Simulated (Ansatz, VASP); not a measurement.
# One calculation of NiO, two programs

```
CELL_PARAMETERS angstrom
0.00000 2.10848 2.10848
2.10848 0.00000 2.10848
2.10848 2.10848 0.00000
ATOMIC_POSITIONS crystal
Ni 0.00000 0.00000 0.00000
O 0.50000 0.50000 0.50000
```

Alike in both runs: task electric field gradients; functional LDA; k mesh 16 × 16 × 16; occupations fermi-dirac, width 0.03 eV; collinear spin.

|  | VASP | Ansatz |
| --- | --- | --- |
| version | VASP 6.6.1 | Ansatz 0.2.0 |
| potentials or method | VASP PAW LDA potentials, release 64 (Ni, O) | PAW with Ansatz's default frozen-core files, scalar-relativistic |
| plane-wave cutoff (eV) | 520 | 420 |
| valence electrons in the cell | 16 | 24 |

|  | VASP | Ansatz | Ansatz less VASP |
| --- | --- | --- | --- |
| pressure (GPa) | -24.7 | -24.8 | -0.15 |
| net moment per atom (μB) | 0.07 | 0.08 | +0.009 |
| size of the moment on the site where the two differ most (μB) | 0.12 | 0.13 | +0.013 |

LDA's correlation is that of Perdew and Zunger in VASP and of Perdew and Wang (1992) in Ansatz. Site moments also hang on the region over which each program counts them. VASP's potentials hold 16 valence electrons a cell and Ansatz's 24, so a difference there can come from the potentials and not from the codes.
